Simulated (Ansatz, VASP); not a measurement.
**One calculation of Sc, two programs**

INCAR

```
PREC = Accurate
ENCUT = 520
EDIFF = 1E-6
ISMEAR = 0
SIGMA = 0.1
LREAL = False
LASPH = True
NELM = 100
ALGO = Normal
ISIF = 2
LWAVE = False
LCHARG = False
NBANDS = 18
```

KPOINTS

```
regular mesh
0
Gamma
  6 6 4
```

POSCAR

```
Sc
1.0
    3.2912249500      0.0000000000      0.0000000000
   -1.6456124800      2.8502844200      0.0000000000
    0.0000000000      0.0000000000      5.3325723900
Sc
2
Direct
    0.3333333300      0.6666666700      0.2500000000
    0.6666666700      0.3333333300      0.7500000000
```

Input for Ansatz:

```yaml
crystal:
  lattice:
    - [3.29122495, 0.0, 0.0]
    - [-1.64561248, 2.85028442, 0.0]
    - [0.0, 0.0, 5.33257239]
  atoms:
    - { symbol: Sc, position: [0.33333333, 0.66666667, 0.25] }
    - { symbol: Sc, position: [0.66666667, 0.33333333, 0.75] }
basis:
  ecutwfc: 600.0
kpoints:
  mp_grid: { grid: [6, 6, 4] }
hamiltonian:
  xc: lda
  pseudopotentials: { kind: paw, azcp: { folder: soft_1 } }
scf:
  occupations: { method: gaussian, width: 0.1 }
output:
  forces: true
  stress: true
  eigenvalues: true
```

Alike in both runs: task single point; functional LDA; k mesh 6 × 6 × 4; occupations gaussian, width 0.1 eV; no spin polarisation.

|  | VASP | Ansatz |
| --- | --- | --- |
| version | VASP 6.6.1 | Ansatz 0.2.0 |
| potentials or method | VASP PAW LDA potentials, release 64 (Sc_sv), cutoff 520 eV | scalar-relativistic, plane waves, PAW |
| valence electrons in the cell | 22 | 22 |

```tsv
	VASP	Ansatz	Ansatz less VASP
gap on the k mesh at the Fermi level (eV)	none	none	-
pressure (GPa)	-5.3	-5.4	-0.02
traceless stress, the component that is largest in VASP (GPa)	-2.23	-2.20	+0.027
```

Ansatz warns that its potentials were made for another functional, while VASP's fit it. LDA's correlation is that of Perdew and Zunger in VASP and of Perdew and Wang (1992) in Ansatz. A gap of «none» marks a metal or a gap that the smearing closes.

The k mesh is coarse, so the values compare programs but aren't converged.
